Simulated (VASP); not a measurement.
Crystal: MoS.

```xyz
2
Lattice="0.0000 2.9354 2.9354 2.9354 0.0000 2.9354 2.9354 2.9354 0.0000" Properties=species:S:1:pos:R:3 pbc="T T T"
Mo    0.0000    0.0000    0.0000
S     1.4677    1.4677    1.4677
```

Base run:

| Quantity | Value |
| --- | --- |
| Program | VASP 6.6.1 |
| Functional | PBE |
| Potentials or basis | VASP PAW PBE potentials, release 64 (Mo_sv, S) |
| Cutoff | 520 eV |
| k mesh | 12 × 12 × 12 |
| Occupations | gaussian, width 0.1 eV |
| Spin | no spin polarisation |
| Hubbard terms | Mo d U = 4.38 eV |

Its results: band gap on the k mesh 0.16 eV, direct; pressure -7.0 GPa.

Question: The run is repeated on the same cell with these changes: spin from no spin polarisation to collinear spin, ferromagnetic start; further incar settings from ALGO = Normal; EDIFF = 1e-06; NBANDS = 17 to ALGO = Normal; EDIFF = 1e-07; NBANDS = 21. What comes out?

Answer: Band gap on the k mesh zero (filled and empty bands overlap); pressure 1.6 GPa; net moment 4.00 μB per cell; site moments Mo +3.53; S -0.17 μB.

A k mesh can miss the band edges.
